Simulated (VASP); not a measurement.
A run of VASP 6.6.1 is set up as follows.

The input INCAR:

```
SYSTEM = NaOs2
PREC     = Accurate       ! precision mode
ENCUT    = 600            ! plane-wave cutoff, eV
EDIFF    = 1E-6           ! SCF threshold, eV
ISMEAR   = 0              ! smearing method
SIGMA    = 0.1            ! smearing width, eV
LREAL    = .FALSE.        ! projectors in reciprocal space
LASPH    = .TRUE.         ! aspherical terms in the spheres
NELM     = 100            ! most SCF steps
ALGO     = Normal         ! electronic algorithm
ISIF     = 3              ! what is computed and relaxed
LWAVE    = .FALSE.        ! write WAVECAR
LCHARG   = .FALSE.        ! write CHGCAR
GGA      = PE             ! functional
IBRION   = 2              ! ionic algorithm
NSW      = 100            ! ionic steps
EDIFFG   = -0.01          ! ionic threshold
```

The input KPOINTS:

```
Automatic mesh
0
G
  18 18 6
  0 0 0
```

POSCAR

```
NaOs2
1.0
    2.7599310694      0.0000000000      0.0000000000
   -1.3799655347      2.3901704188      0.0000000000
    0.0000000000      0.0000000000      7.5753175803
Na Os
1 2
Direct
    0.0000000000      0.0000000000      0.0000000000
    0.3333333333      0.6666666667      0.6351465078
    0.6666666667      0.3333333333      0.3648534922
```

Potentials or basis: VASP PAW PBE potentials, release 64 (Na_pv, Os).

The run is started by

```sh
$ cat potpaw_PBE.64/Na_pv/POTCAR potpaw_PBE.64/Os/POTCAR > POTCAR
$ mpirun -np 1 vasp_std > vasp.out
```

Task: What does it give for the relaxed volume?

Result: 16.67 Å³/atom.

Task: Estimate the space group after relaxing (to 0.05 Å).

Result: P-3m1 (No. 164).

Task: Estimate the relaxed cell.

Result: a = 2.761 Å, b = 2.761 Å, c = 7.575 Å, α = 90.00°, β = 90.00°, γ = 120.00°.

Forces in eV/Å, atoms in the order of the input:
```
Na   0.000  0.000  0.000
Os   0.000  0.000 -0.008
Os   0.000  0.000  0.008
```
